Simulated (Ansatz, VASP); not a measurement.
Two plane-wave programs on Al3InSb4

```
Al In Sb
1.0
     4.49745   -0.00211   -0.00013
    -0.00202    4.50615   -0.00349
    -0.00260   -0.01836   12.48260
Al In Sb
3 1 4
Cartesian
  0.0012 0.0051 3.2152
  2.2423 2.2334 6.2380
  -0.0006 -0.0057 9.2660
  2.2475 2.2469 -0.0038
  2.2485 -0.0238 10.7599
  -0.0009 2.2575 1.7228
  2.2494 -0.0165 4.7302
  -0.0056 2.2470 7.7536
```

Change from the starting cell: cell x1, atoms moved at random (sigma 0.15 Å) and cell strained at random (1.5 %), then relaxed without symmetry.

Alike in both runs: functional PBE; k mesh 4 × 4 × 1; occupations gaussian, width 0.1 eV; no spin polarisation.

Ansatz relaxed the structure, and its values are those at the end. VASP's run is a single point on that final structure, the one shown.

```csv
,VASP,Ansatz
version,VASP 6.6.1,Ansatz 0.2.0
potentials or method,"VASP PAW PBE potentials, release 64 (Al, In_d, Sb), cutoff 520 eV","scalar-relativistic, plane waves, PAW"
valence electrons in the cell,42,82
```

Ansatz gave:

* gap on the k mesh at the Fermi level (eV): 0.73
* least direct gap on the mesh (eV): 0.73
* pressure (GPa): 0.0
* rms of the force components (eV/Å): 0.008

Q: Which values does VASP return?

A: gap on the k mesh at the Fermi level (eV): 0.74; least direct gap on the mesh (eV): 0.74; pressure (GPa): 0.1; rms of the force components (eV/Å): 0.007.

The functional is the same, so the differences come from potentials, cutoffs and numerics. VASP's potentials hold 42 valence electrons a cell and Ansatz's 82, so a difference there can come from the potentials and not from the codes.

The k mesh is coarse, so the values compare programs but aren't converged. Neither program's run includes spin-orbit coupling.
